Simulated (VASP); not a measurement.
A run of VASP 6.6.1 is set up as follows.

INCAR

```
SYSTEM = C
PREC = Accurate
ENCUT = 600
EDIFF = 1E-6
ISMEAR = -1
SIGMA = 0.1
LREAL = .FALSE.
LASPH = .TRUE.
NELM = 120
ALGO = Normal
ISIF = 2
LWAVE = .FALSE.
LCHARG = .FALSE.
GGA = PE
NBANDS = 11
GGA_COMPAT = .FALSE.
```

KPOINTS

```
regular mesh
0
G
  10 10 10
  0 0 0
```

File POSCAR:

```
C
1.0
    0.0000000000      2.1270000000      3.3480000000
    1.2280000000      0.0000000000      3.3480000000
    1.2280000000      2.1270000000      0.0000000000
C
2
Direct
    0.1666666667      0.8333333333      0.1666666667
    0.8333333333      0.1666666667      0.8333333333
```

Potentials or basis: VASP PAW PBE potentials, release 64 (C).

The run is started by

```console
$ cat potpaw_PBE.64/C/POTCAR > POTCAR
$ mpirun -np 1 vasp_std > vasp.out
```

(1) What does it give for the pressure?

(2) Estimate the largest force.

Answers

(1) 4.6 GPa.

(2) 0.013 eV/Å.

Caveat: the cell stands under pressure; this functional lacks dispersion, which binds the layers, so the pressure and a relaxed spacing across them are unreliable.
